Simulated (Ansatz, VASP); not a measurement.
**Two plane-wave programs on Al3BP4**

INCAR

```
SYSTEM = Al3BP4
  ALGO = Normal
  EDIFF = 1E-7
  ENCUT = 520
  GGA = PE
  ISIF = 2
  ISMEAR = 0
  LASPH = .TRUE.
  LCHARG = .FALSE.
  LREAL = .FALSE.
  LWAVE = .FALSE.
  NBANDS = 26
  NELM = 80
  PREC = Accurate
  SIGMA = 0.1
```

File KPOINTS:

```
k-points
0
G
  6 6 6
  0 0 0
```

The input POSCAR:

```
Al3BP4
1.0
   -2.5631265500      2.5631265500      5.1262531100
    2.5631265500     -2.5631265500      5.1262531100
    2.5631265500      2.5631265500     -5.1262531100
Al B P
3 1 4
Direct
    0.7500000000      0.2500000000      0.5000000000
    0.5000000000      0.5000000000      0.0000000000
    0.2500000000      0.7500000000      0.5000000000
    0.0000000000      0.0000000000      0.0000000000
    0.1250000000      0.1250000000      0.5000000000
    0.8750000000      0.3750000000      0.0000000000
    0.6250000000      0.6250000000      0.5000000000
    0.3750000000      0.8750000000      0.0000000000
```

Input for Ansatz:

```yaml
crystal:
  lattice:
    - [-2.56312655, 2.56312655, 5.12625311]
    - [2.56312655, -2.56312655, 5.12625311]
    - [2.56312655, 2.56312655, -5.12625311]
  atoms:
    - { symbol: Al, position: [0.75, 0.25, 0.5] }
    - { symbol: Al, position: [0.5, 0.5, 0.0] }
    - { symbol: Al, position: [0.25, 0.75, 0.5] }
    - { symbol: B, position: [0.0, 0.0, 0.0] }
    - { symbol: P, position: [0.125, 0.125, 0.5] }
    - { symbol: P, position: [0.875, 0.375, 0.0] }
    - { symbol: P, position: [0.625, 0.625, 0.5] }
    - { symbol: P, position: [0.375, 0.875, 0.0] }
basis:
  ecutwfc: 420
kpoints:
  mp_grid: { grid: [6, 6, 6] }
hamiltonian:
  xc: pbe
scf:
  occupations: { method: gaussian, width: 0.1 }
  lower_state_search: "off"
output:
  forces: true
  stress: true
  eigenvalues: true
```

Alike in both runs: task single point; functional PBE; k mesh 6 × 6 × 6; occupations gaussian, width 0.1 eV; no spin polarisation.

```csv
,VASP,Ansatz
version,VASP 6.6.1,Ansatz 0.2.0
potentials or method,"VASP PAW PBE potentials, release 64 (Al, B, P), cutoff 520 eV","scalar-relativistic, plane waves, PAW"
valence electrons in the cell,32,32
```

VASP gave:

| Item | Value |
| --- | --- |
| gap on the k mesh at the Fermi level (eV) | 1.10 |
| least direct gap on the mesh (eV) | 1.40 |
| pressure (GPa) | 14.1 |
| rms of the force components (eV/Å) | 1.377 |

Question: What did Ansatz give for the same quantities?

Answer: gap on the k mesh at the Fermi level (eV): 1.11; least direct gap on the mesh (eV): 1.41; pressure (GPa): 14.3; rms of the force components (eV/Å): 1.379.

Atom by atom the forces differ by 0.002 eV/Å (rms over components).
